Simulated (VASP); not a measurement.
The system is HPbNO4.

```
CELL_PARAMETERS angstrom
4.19923 0.11117 0.16817
1.91600 3.89132 0.12568
1.76085 1.25259 6.37266
ATOMIC_POSITIONS crystal
H 0.89145 0.68202 0.62796
Pb 0.14426 0.92872 0.88352
N 0.25670 0.28861 0.30171
O 0.83108 0.65056 0.78405
O 0.38694 0.22380 0.11295
O 0.31104 0.03576 0.45856
O 0.07726 0.60633 0.32275
```

- Program: VASP 6.6.1
- Task: relaxation of cell and atoms
- Functional: PBEsol
- Potentials or basis: VASP PAW PBE potentials, release 64 (H, Pb_d, N, O)
- Cutoff: 600 eV
- k mesh: 5 × 5 × 3
- Occupations: fermi-dirac, width 0.05 eV
- Spin: no spin polarisation

At the start: pressure -2.3 GPa; volume 14.48 Å³/atom.

Problem. Where does the relaxation end?

Solution. Over 49 steps the energy falls by 9.6 meV/atom and the volume is 13.43 Å³/atom (-7.3 %); space group P1 (No. 1, to 0.1 Å) before and after.

The path:
```
step  energy change (eV)  largest force (eV/Å)  pressure (GPa)  volume (Å³)
   1              0.0000                0.3780           -2.29       101.39
   3             -0.0265                0.6455           -0.84        98.65
   5             -0.0533                0.2980            0.09        95.28
   7             -0.0546                0.1545           -0.02        95.32
   9             -0.0556                0.1182           -0.04        95.31
  11             -0.0576                0.2295           -0.17        95.24
  13             -0.0594                0.1153           -0.21        95.16
  15             -0.0609                0.1610           -0.19        94.95
  17             -0.0623                0.0986           -0.15        94.65
  19             -0.0632                0.0927           -0.18        94.44
  21             -0.0640                0.2543            0.50        93.13
  23             -0.0653                0.1130            0.21        93.55
  25             -0.0656                0.0486            0.19        93.63
  27             -0.0662                0.0377            0.06        93.87
  29             -0.0664                0.0488           -0.04        94.02
  31             -0.0665                0.0340           -0.03        94.09
  33             -0.0666                0.0254           -0.02        94.08
  35             -0.0666                0.0448           -0.02        94.05
  37             -0.0667                0.0430           -0.01        93.98
  39             -0.0667                0.0189            0.00        93.99
  41             -0.0668                0.0226            0.05        93.93
  43             -0.0668                0.0263            0.02        93.93
  45             -0.0668                0.0197           -0.02        93.97
  47             -0.0669                0.0171           -0.03        94.02
  49             -0.0669                0.0092           -0.02        94.02
```

Final structure:
```
CELL_PARAMETERS angstrom
4.13092 0.11849 0.17059
1.89717 3.73230 0.09650
1.74496 1.15679 6.26575
ATOMIC_POSITIONS crystal
H 0.89909 0.67810 0.61717
Pb 0.13798 0.94094 0.88306
N 0.25562 0.28677 0.30589
O 0.83412 0.65049 0.77755
O 0.39105 0.21226 0.11475
O 0.30994 0.02786 0.46527
O 0.07094 0.61937 0.32781
```

Caveat: the standard files for N, O and F lose accuracy on very short bonds; the PAW data sets were made with another functional, which shifts forces and pressure a little.
